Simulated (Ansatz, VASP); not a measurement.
**Two plane-wave programs on SiC**

```
CELL_PARAMETERS angstrom
2.96730 0.00000 0.00000
-1.48365 2.56975 0.00000
0.00000 0.00000 5.06844
ATOMIC_POSITIONS crystal
Si 0.33333 0.66667 0.00456
Si 0.66667 0.33333 0.50456
C 0.33333 0.66667 0.38044
C 0.66667 0.33333 0.88044
```

Alike in both runs: task relaxation of the atoms; functional PBE; k mesh 12 × 12 × 6; occupations gaussian, width 0.05 eV; no spin polarisation.

```csv
,VASP,Ansatz
version,VASP 6.6.1,Ansatz 0.2.0
potentials or method,"VASP PAW PBE potentials, release 64 (Si, C), cutoff 520 eV","scalar-relativistic, plane waves, PAW"
valence electrons in the cell,16,16
```

|  | VASP | Ansatz | Ansatz less VASP |
| --- | --- | --- | --- |
| gap on the k mesh at the Fermi level, each at its own relaxed structure (eV) | 1.77 | 1.78 | +0.006 |

Ansatz's warnings: stress scf threshold loose.
